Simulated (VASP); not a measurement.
# Ti (P6/mmm) in VASP: further runs

Runs on Ti. Level: PBEsol. Tasks: single point.

Program: VASP 6.6.1. These are calculated values, not measurements. Logs are shortened: lines on timing, memory, paths and dates and some standing lists are left out, and cuts for length are marked.

### 1 The cell of the first run

It takes space group P6/mmm (No. 191, hexagonal). The conventional cell has a = 4.488 Å, b = 4.488 Å, c = 2.731 Å, α = 90.00°, β = 90.00°, γ = 120.00°. Within 3.6 Å of Ti (site symmetry 6/mmm) lie 14 Ti at 2.73 to 2.93 Å. Ti (site symmetry -6m2) has 11 Ti at 2.59 to 2.93 Å within 3.4 Å.

### 2 Single point, PBEsol

Contents of INCAR:

```
PREC = Accurate
ENCUT = 520
EDIFF = 1E-6
ISMEAR = 0
SIGMA = 0.15
LREAL = False
LASPH = True
NELM = 60
ALGO = Fast
ISIF = 2
LWAVE = False
LCHARG = False
GGA = PS
NBANDS = 25
```

Contents of KPOINTS:

```
regular mesh
0
Gamma
  12 12 14
```

Contents of POSCAR:

```
Ti
1.0
    4.4878000000      0.0000000000      0.0000000000
   -2.2439000000      3.8865488071      0.0000000000
    0.0000000000      0.0000000000      2.7312000000
Ti
3
Direct
    0.0000000000      0.0000000000      0.0000000000
    0.3333333333      0.6666666667      0.5000000000
    0.6666666667      0.3333333333      0.5000000000
```

Potentials or basis: VASP PAW PBE potentials, release 64 (Ti_sv).

Started as:

```console
$ cat potpaw_PBE.64/Ti_sv/POTCAR > POTCAR
$ mpirun -np 1 vasp_std > vasp.out
```

OUTCAR:

```text
PREC = Accurate
   ENCUT = 520
   EDIFF = 1E-6
   ISMEAR = 0
   LREAL = False
   LASPH = True
   NELM = 60
   ISIF = 2
   GGA = PS

 ion  position               nearest neighbor table
   1  0.000  0.000  0.000-
   2  0.333  0.667  0.500-   3 2.59   3 2.59   3 2.59
   3  0.667  0.333  0.500-   2 2.59   2 2.59   2 2.59

  LATTYP: Found a hexagonal cell.
 ALAT       =     4.4878000000
 C/A-ratio  =     0.6085832702

  Lattice vectors:

 A1 = (   4.4878000000,   0.0000000000,   0.0000000000)
 A2 = (  -2.2439000000,   3.8865488071,   0.0000000000)
 A3 = (   0.0000000000,   0.0000000000,   2.7312000000)

Analysis of symmetry for initial positions (statically):
=====================================================================
 Subroutine PRICEL returns:
 Original cell was already a primitive cell.

 Routine SETGRP: Setting up the symmetry group for a
 hexagonal supercell.

 Subroutine GETGRP returns: Found 24 space group operations
 (whereof 24 operations were pure point group operations)
 out of a pool of 24 trial point group operations.

The static configuration has the point symmetry D_6h.

Analysis of symmetry for dynamics (positions and initial velocities):
=====================================================================
 Subroutine PRICEL returns:
 Original cell was already a primitive cell.

 Routine SETGRP: Setting up the symmetry group for a
 hexagonal supercell.

 Subroutine GETGRP returns: Found 24 space group operations
 (whereof 24 operations were pure point group operations)
 out of a pool of 24 trial point group operations.

The dynamic configuration has the point symmetry D_6h.

 Subroutine INISYM returns: Found 24 space group operations
 (whereof 24 operations are pure point group operations),
 and found     1 'primitive' translations

----------------------------------------------------------------------------------------

                                     Primitive cell

  volume of cell :      47.6377

  direct lattice vectors                    reciprocal lattice vectors
     4.487800000  0.000000000  0.000000000     0.222826329  0.128648841  0.000000000
    -2.243900000  3.886548807  0.000000000     0.000000000  0.257297682  0.000000000
     0.000000000  0.000000000  2.731200000     0.000000000  0.000000000  0.366139426

  length of vectors
     4.487800000  4.487800000  2.731200000     0.257297682  0.257297682  0.366139426

  position of ions in fractional coordinates (direct lattice)
     0.000000000  0.000000000  0.000000000
     0.333333333  0.666666667  0.500000000
     0.666666667  0.333333333  0.500000000

  ion indices of the primitive-cell ions
   primitive index   ion index
                 1           1
                 2           2
                 3           3

----------------------------------------------------------------------------------------

 KPOINTS: regular mesh

Automatic generation of k-mesh.
 Grid dimensions read from file:
 generate k-points for:   12   12   14

 Generating k-lattice:

  Cartesian coordinates                     Fractional coordinates (reciprocal lattice)
     0.018568861  0.010720737  0.000000000     0.083333333  0.000000000  0.000000000
     0.000000000  0.021441474  0.000000000     0.000000000  0.083333333  0.000000000
     0.000000000  0.000000000  0.026152816     0.000000000  0.000000000  0.071428571

  Length of vectors
     0.021441474  0.021441474  0.026152816

  Shift w.r.t. Gamma in fractional coordinates (k-lattice)
     0.000000000  0.000000000  0.000000000

 Subroutine IBZKPT returns following result:
 ===========================================

 Found    152 irreducible k-points:

 Following reciprocal coordinates:
            Coordinates               Weight
  0.000000  0.000000  0.000000      1.000000
  0.083333  0.000000  0.000000      6.000000
  0.166667  0.000000  0.000000      6.000000
  0.250000  0.000000  0.000000      6.000000
  0.333333  0.000000  0.000000      6.000000
  0.416667  0.000000  0.000000      6.000000
[... 16 lines left out ...]
  0.250000  0.000000  0.071429     12.000000
  0.333333  0.000000  0.071429     12.000000
 [... further k-points ...]
   k-points           NKPTS =    152   k-points in BZ     NKDIM =    152   number of bands    NBANDS=     25
   number of dos      NEDOS =    301   number of ions     NIONS =      3
   total plane-waves  NPLWV =  25920
   dimension x,y,z NGX =    36 NGY =   36 NGZ =   20
   dimension x,y,z NGXF=    72 NGYF=   72 NGZF=   40
   ions per type =               3
   NGX,Y,Z   is equivalent  to a cutoff of  13.34, 13.34, 12.17 a.u.
   NGXF,Y,Z  is equivalent  to a cutoff of  26.67, 26.67, 24.35 a.u.
 SYSTEM =  unknown system
   PREC   = accura    normal or accurate (medium, high low for compatibility)
   ISTART =      0    job   : 0-new  1-cont  2-samecut
   ICHARG =      2    charge: 1-file 2-atom 10-const
   ISPIN  =      1    spin polarized calculation?
   LNONCOLLINEAR =      F non collinear calculations
   LSORBIT =      F    spin-orbit coupling
   LASPH  =      T    aspherical Exc in radial PAW
   ENCUT  =  520.0 eV  38.22 Ry    6.18 a.u.   8.34  8.34  5.08*2*pi/ulx,y,z
   NELM   =     60;   NELMIN=  2; NELMDL= -5     # of ELM steps
   EDIFF  = 0.1E-05   stopping-criterion for ELM
   LREAL  =      F    real-space projection
   EDIFFG = 0.1E-04   stopping-criterion for IOM
   NSW    =      0    number of steps for IOM
   IBRION =     -1    ionic relax: 0-MD 1-quasi-New 2-CG
   NFREE  =      0    steps in history (QN), initial steepest desc. (CG)
   ISIF   =      2    stress and relaxation
   ISYM   =      2    0-nonsym 1-usesym 2-fastsym
   POTIM  = 0.5000    time-step for ionic-motion
   TEBEG  =    0.0;   TEEND  =   0.0 temperature during run
   PSTRESS=    0.0 pullay stress
   NELECT =      36.0000    total number of electrons
   NUPDOWN=      -1.0000    fix difference up-down
   EMIN   =  10.00;   EMAX   =-10.00  energy-range for DOS
   EFERMI =   0.00;   METHOD = LEGACY
   ISMEAR =     0;   SIGMA  =   0.15  broadening in eV -4-tet -1-fermi 0-gaus
   EFERMI_NEDOS =   21; number of points for ismear=-14 and -15
   IALGO  =     68    algorithm
   IMIX   =      4    mixing-type and parameters
     AMIX     =   0.40;   BMIX     =  1.00
     AMIX_MAG =   1.60;   BMIX_MAG =  1.00
  volume/ion in A,a.u.               =      15.88       107.16
  Fermi-wavevector in a.u.,A,eV,Ry     =   1.491164  2.817891 30.253491  2.223569
  Thomas-Fermi vector in A             =   2.603853
   LORBIT       =      0    0 simple, 1 ext, 2 COOP (PROOUT), +10 PAW based schemes
   GGA     = PS    functional components
   LHFCALC =     F    Hartree Fock is set to
   AEXX    =    0.0000 exact exchange contribution
   IVDW    =     0    specifies the selected vdW correction
   LEPSILON=     F    determine dielectric tensor
   LRPA    =     F    only Hartree local field effects (RPA)
 non-spin polarized calculation
 RMM-DIIS sequential band-by-band and
 Gauss-broadening in eV      SIGMA  =   0.15
  energy-cutoff  :      520.00
  volume of cell :       47.64
 maximum number of plane-waves:      1301
 NGX is ok and might be reduce to    36

 number of electron      36.0000020 magnetization

 Free energy of the ion-electron system (eV)
  ---------------------------------------------------
  ext. energy  EPLUGINS =         0.00000000
  ---------------------------------------------------
  free energy    TOTEN  =       -25.04249358 eV

  energy without entropy =      -25.01099283  energy(sigma->0) =      -25.02674321

 E-fermi :   9.0372     XC(G=0): -12.0715

 val. band max:        9.0089829970   @ k =   0.3333   0.0833   0.0000
 cond. band min:       9.0387405403   @ k =   0.5000   0.0000   0.2143
 fundamental gap:      0.0297575433
 Fermi energy:         9.0371502531

 k-point     1 :       0.0000    0.0000    0.0000
  band No.  band energies     occupation
      1     -47.4347      2.00000
      2     -47.1870      2.00000
      3     -46.9918      2.00000
      4     -23.8760      2.00000
      5     -23.8760      2.00000
      6     -23.8193      2.00000
[... 17 lines left out ...]
     24      11.2040      0.00000
     25      11.2192      0.00000

 k-point     2 :       0.0833    0.0000    0.0000
  band No.  band energies     occupation
      1     -47.4327      2.00000
      2     -47.1856      2.00000
      3     -46.9952      2.00000
      4     -23.9247      2.00000
      5     -23.9168      2.00000
      6     -23.7692      2.00000
[... 17 lines left out ...]
     24      10.9529      0.00000
     25      11.4579      0.00000

 k-point     3 :       0.1667    0.0000    0.0000
  band No.  band energies     occupation
      1     -47.4274      2.00000
      2     -47.1813      2.00000
      3     -47.0053      2.00000
      4     -23.9879      2.00000
      5     -23.9506      2.00000
      6     -23.7021      2.00000
[... 17 lines left out ...]
     24      10.8225      0.00000
     25      11.7734      0.00000

 k-point     4 :       0.2500    0.0000    0.0000
  band No.  band energies     occupation
      1     -47.4203      2.00000
      2     -47.1735      2.00000
      3     -47.0209      2.00000
      4     -24.0429      2.00000
      5     -23.9531      2.00000
      6     -23.6415      2.00000
[... 17 lines left out ...]
     24      10.9599      0.00000
     25      11.9753      0.00000
[... 477 lines left out ...]
 k-point    22 :       0.1667    0.0000    0.0714
  band No.  band energies     occupation
      1     -47.4223      2.00000
      2     -47.1780      2.00000
      3     -47.0013      2.00000
      4     -23.9793      2.00000
      5     -23.9432      2.00000
      6     -23.7000      2.00000
[... 17 lines left out ...]
     24      10.8067      0.00000
     25      11.7815      0.00000

 k-point    23 :       0.2500    0.0000    0.0714
  band No.  band energies     occupation
      1     -47.4155      2.00000
      2     -47.1699      2.00000
      3     -47.0169      2.00000
      4     -24.0333      2.00000
      5     -23.9464      2.00000
      6     -23.6412      2.00000
[... 17 lines left out ...]
     24      10.9447      0.00000
     25      12.1100      0.00000

 k-point    24 :       0.3333    0.0000    0.0714
  band No.  band energies     occupation
      1     -47.4089      2.00000
      2     -47.1583      2.00000
      3     -47.0357      2.00000
      4     -24.0747      2.00000
      5     -23.9185      2.00000
      6     -23.5960      2.00000
[... 17 lines left out ...]
     24      11.2888      0.00000
     25      12.0097      0.00000

 [... further k-points ...]
[... 5 lines left out ...]
  --------------------------------------------------------------------------------------
  -------------------------------------------------------------------------------------
  Total        0.8964158      0.8964158      2.1556397      0.0000000      0.0000000      0.0000000
  in kB       30.1487272     30.1487272     72.4996040      0.0000000      0.0000000      0.0000000
  external PRESSURE =      44.2656861 kB  Pullay stress =       0.0000000 kB

 VOLUME and BASIS-vectors are now :
 -----------------------------------------------------------------------------
  energy-cutoff  :      520.00
  volume of cell :       47.64
      direct lattice vectors                 reciprocal lattice vectors
     4.487800000  0.000000000  0.000000000     0.222826329  0.128648841  0.000000000
    -2.243900000  3.886548807  0.000000000     0.000000000  0.257297682  0.000000000
     0.000000000  0.000000000  2.731200000     0.000000000  0.000000000  0.366139426

 POSITION                                       TOTAL-FORCE (eV/Angst)
 -----------------------------------------------------------------------------------
      0.00000      0.00000      0.00000        -0.000000      0.000000      0.000000
     -0.00000      2.59103      1.36560        -0.000000     -0.000000     -0.000000
      2.24390      1.29552      1.36560         0.000000      0.000000      0.000000
 -----------------------------------------------------------------------------------
    total drift:                                0.000000      0.000000     -0.000000

  FREE ENERGIE OF THE ION-ELECTRON SYSTEM (eV)
  ---------------------------------------------------
  free  energy   TOTEN  =       -25.0424935839 eV

  energy  without entropy=      -25.0109928291  energy(sigma->0) =      -25.02674321
```

It took 7.8 min on 1 thread of Intel Xeon Platinum 8488C (Sapphire Rapids), shared host; peak memory 0.26 GiB.

Results:

```
Free energy            : -25.0425 eV
Pressure               : 4.4 GPa
Band gap on the k mesh : zero (band 18 reaches 9.23 eV, above the bottom of band 19 at 8.95 eV)
```

Levels at points of the mesh, in eV from the Fermi level:
```tsv
k point	band 14	band 15	band 16	band 17	band 18	band 19	band 20	band 21	band 22	band 23
(0.00, 0.00, 0.00)	-2.11	-0.72	-0.72	-0.62	-0.62	-0.09	0.64	1.39	1.39	2.09
(0.50, 0.00, 0.00)	-3.59	-2.80	-0.49	-0.46	-0.42	0.02	0.51	1.26	1.32	2.22
(0.00, 0.00, 0.50)	-2.32	-2.10	-1.76	-1.76	-1.58	1.07	1.07	1.42	1.42	3.24
(0.50, 0.00, 0.50)	-2.20	-1.89	-1.29	-0.65	-0.58	0.35	0.93	1.20	1.23	2.45
```

Caveat: the PAW data sets were made with another functional, which shifts forces and pressure a little.

### 3 Single point, PBEsol

This run uses another cell than the first one, of the same volume but with other edges.

Contents of INCAR:

```
PREC = Accurate ; ENCUT = 520
EDIFF = 1E-6 ; ISMEAR = 0
SIGMA = 0.15 ; LREAL = False
LASPH = True ; NELM = 80
ALGO = Fast ; ISIF = 2
LWAVE = False ; LCHARG = False
GGA = PS ; NBANDS = 25
```

KPOINTS is that of step 2.

Contents of POSCAR:

```
Ti
1.0
    4.5420000000      0.0000000000      0.0000000000
   -2.2710000000      3.9334873840      0.0000000000
    0.0000000000      0.0000000000      2.6640000000
Ti
3
Direct
    0.0000000000      0.0000000000      0.0000000000
    0.3333333333      0.6666666667      0.5000000000
    0.6666666667      0.3333333333      0.5000000000
```

Potentials or basis: VASP PAW PBE potentials, release 64 (Ti_sv).

Started as:

```console
$ cat potpaw_PBE.64/Ti_sv/POTCAR > POTCAR
$ mpirun -np 1 vasp_std > vasp.out
```

OUTCAR:

```text
PREC = Accurate
   ENCUT = 520
   EDIFF = 1E-6
   ISMEAR = 0
   LREAL = False
   LASPH = True
   NELM = 80
   ISIF = 2
   GGA = PS

 ion  position               nearest neighbor table
   1  0.000  0.000  0.000-
   2  0.333  0.667  0.500-   3 2.62   3 2.62   3 2.62
   3  0.667  0.333  0.500-   2 2.62   2 2.62   2 2.62

  LATTYP: Found a hexagonal cell.
 ALAT       =     4.5420000000
 C/A-ratio  =     0.5865257596

  Lattice vectors:

 A1 = (   4.5420000000,   0.0000000000,   0.0000000000)
[... 193 lines left out ...]
      4     -23.8489      2.00000
      5     -23.8489      2.00000
      6     -23.7836      2.00000
[... 661 lines left out ...]
     24      11.2410      0.00000
     25      12.1465      0.00000

 [... further k-points ...]
[... 5 lines left out ...]
  --------------------------------------------------------------------------------------
  -------------------------------------------------------------------------------------
  Total        0.2316448      0.2316448      3.8214787      0.0000000      0.0000000     -0.0000000
  in kB        7.7978364      7.7978364    128.6420390      0.0000000      0.0000000     -0.0000000
  external PRESSURE =      48.0792372 kB  Pullay stress =       0.0000000 kB

 VOLUME and BASIS-vectors are now :
 -----------------------------------------------------------------------------
  energy-cutoff  :      520.00
  volume of cell :       47.59
      direct lattice vectors                 reciprocal lattice vectors
     4.542000000  0.000000000  0.000000000     0.220167327  0.127113666  0.000000000
    -2.271000000  3.933487384  0.000000000     0.000000000  0.254227331  0.000000000
     0.000000000  0.000000000  2.664000000     0.000000000  0.000000000  0.375375375

 POSITION                                       TOTAL-FORCE (eV/Angst)
 -----------------------------------------------------------------------------------
      0.00000      0.00000      0.00000         0.000000      0.000000      0.000000
     -0.00000      2.62232      1.33200        -0.000000     -0.000000      0.000000
      2.27100      1.31116      1.33200         0.000000      0.000000      0.000000
 -----------------------------------------------------------------------------------
    total drift:                                0.000000      0.000000     -0.000000

  FREE ENERGIE OF THE ION-ELECTRON SYSTEM (eV)
  ---------------------------------------------------
  free  energy   TOTEN  =       -24.9812138515 eV

  energy  without entropy=      -24.9482356536  energy(sigma->0) =      -24.96472475
```

stdout:

```text
POSCAR found type information on POSCAR Ti
 POSCAR found :  1 types and       3 ions
 scaLAPACK will be used
 -----------------------------------------------------------------------------
|                                                                             |
|                                                                             |
|     You enforced a specific xc type in the INCAR file but a different       |
[... 24 lines left out ...]
WARNING in EDDRMM: call to ZHEGV failed, returncode =   6  3     23
WARNING in EDDRMM: call to ZHEGV failed, returncode =   6  3     24
WARNING in EDDRMM: call to ZHEGV failed, returncode =   6  3     25
WARNING in EDDRMM: call to ZHEGV failed, returncode =   6  3      4
WARNING in EDDRMM: call to ZHEGV failed, returncode =   6  3     25
WARNING in EDDRMM: call to ZHEGV failed, returncode =   6  3     14
WARNING in EDDRMM: call to ZHEGV failed, returncode =   6  3     24
```

Run time: 5.7 min. Hardware: 1 thread of Intel Xeon Platinum 8488C (Sapphire Rapids), shared host; peak memory 0.26 GiB.

What came out:

* Free energy: -24.9812 eV
* Pressure: 4.8 GPa
* Band gap on the k mesh: zero (band 18 reaches 9.07 eV, above the bottom of band 19 at 8.75 eV)

Caveat: the PAW data sets were made with another functional, which shifts forces and pressure a little.

### 4 Single point, PBEsol

This run uses another cell than the first one, of 15.83 Å³/atom, 0.997 times its volume.

Contents of INCAR:

```
SYSTEM = Ti
  PREC = Accurate
  ENCUT = 520
  EDIFF = 1E-6
  ISMEAR = 0
  SIGMA = 0.15
  LREAL = .FALSE.
  LASPH = .TRUE.
  NELM = 100
  ALGO = Fast
  ISIF = 2
  LWAVE = .FALSE.
  LCHARG = .TRUE.
  GGA = PS
  LELF = .TRUE.
  LVHAR = .TRUE.
  NBANDS = 25
```

Contents of KPOINTS:

```
Automatic mesh
0
G
  12 12 14
  0 0 0
```

Changes to POSCAR since step 3:

```diff
@@ -4,3 +4,3 @@
    -2.2710000000      3.9334873840      0.0000000000
-    0.0000000000      0.0000000000      2.6640000000
+    0.0000000000      0.0000000000      2.6584000000
 Ti
```

Started as:

```console
$ cat potpaw_PBE.64/Ti_sv/POTCAR > POTCAR
$ mpirun -np 1 vasp_std > vasp.out
```

Run time: 6.7 min. Hardware: 1 thread of Intel Xeon Platinum 8488C (Sapphire Rapids), shared host; peak memory 0.26 GiB.

Results (log left out):

| Quantity | Value |
| --- | --- |
| Free energy | -24.9729 eV |
| Pressure | 5.1 GPa |
| Band gap on the k mesh | zero (band 18 reaches 9.09 eV, above the bottom of band 19 at 8.76 eV) |

Stress tensor (GPa, compression positive):
```
 0.91  0.00  0.00
 0.00  0.91  0.00
 0.00  0.00 13.46
```

Levels at points of the mesh, in eV from the Fermi level:
| k point | band 15 | band 16 | band 17 | band 18 | band 19 | band 20 | band 21 | band 22 |
| --- | --- | --- | --- | --- | --- | --- | --- | --- |
| (0.00, 0.00, 0.00) | -0.72 | -0.72 | -0.63 | -0.63 | -0.25 | 0.45 | 1.40 | 1.40 |
| (0.50, 0.00, 0.00) | -2.76 | -0.56 | -0.46 | -0.42 | -0.02 | 0.35 | 1.19 | 1.67 |
| (0.00, 0.00, 0.50) | -1.83 | -1.70 | -1.70 | -1.29 | 0.97 | 0.97 | 1.54 | 1.54 |
| (0.50, 0.00, 0.50) | -1.90 | -1.24 | -0.57 | -0.34 | 0.37 | 1.08 | 1.30 | 1.41 |

Caveat: the PAW data sets were made with another functional, which shifts forces and pressure a little.

(Continued in part 2 of 2.)
